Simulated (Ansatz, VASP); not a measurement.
# One calculation of NaH, two programs

File INCAR:

```
ALGO = Normal
EDIFF = 1E-7
ENCUT = 520
ISIF = 2
ISMEAR = 0
LASPH = T
LCHARG = F
LREAL = F
LWAVE = F
NBANDS = 11
NELM = 80
PREC = Accurate
SIGMA = 0.05
```

KPOINTS

```
k-points
0
Gamma
  8 8 8
```

Contents of POSCAR:

```
NaH
1.0
    0.0000000000      2.4400000000      2.3668000000
    2.4400000000      0.0000000000      2.3668000000
    2.4400000000      2.4400000000      0.0000000000
Na H
1 1
Direct
    0.0000000000      0.0000000000      0.0000000000
    0.5000000000      0.5000000000      0.5000000000
```

Input for Ansatz:

```yaml
crystal:
  lattice:
    - [0.0, 2.44, 2.3668]
    - [2.44, 0.0, 2.3668]
    - [2.44, 2.44, 0.0]
  atoms:
    - { symbol: Na, position: [0.0, 0.0, 0.0] }
    - { symbol: H, position: [0.5, 0.5, 0.5] }
basis:
  ecutwfc: 420
kpoints:
  mp_grid: { grid: [8, 8, 8] }
hamiltonian:
  xc: lda
scf:
  occupations: { method: gaussian, width: 0.05 }
output:
  forces: true
  stress: true
  eigenvalues: true
```

Change from the starting cell: strain +0.000 along x and y, -0.030 along z, atoms carried along.

Alike in both runs: task single point; functional LDA; k mesh 8 × 8 × 8; occupations gaussian, width 0.05 eV; no spin polarisation.

```csv
,VASP,Ansatz
version,VASP 6.6.1,Ansatz 0.2.0
potentials or method,"VASP PAW LDA potentials, release 64 (Na_pv, H), cutoff 520 eV","scalar-relativistic, plane waves, PAW"
valence electrons in the cell,8,10
```

```csv
,VASP,Ansatz,Ansatz less VASP
gap on the k mesh at the Fermi level (eV),3.40,3.40,+0.001
least direct gap on the mesh (eV),4.33,4.33,+0.004
pressure (GPa),-2.1,-2.0,+0.05
"traceless stress, the component that is largest in VASP (GPa)",0.59,0.58,-0.006
```

LDA's correlation is that of Perdew and Zunger in VASP and of Perdew and Wang (1992) in Ansatz. VASP's potentials hold 8 valence electrons a cell and Ansatz's 10, so a difference there can come from the potentials and not from the codes.
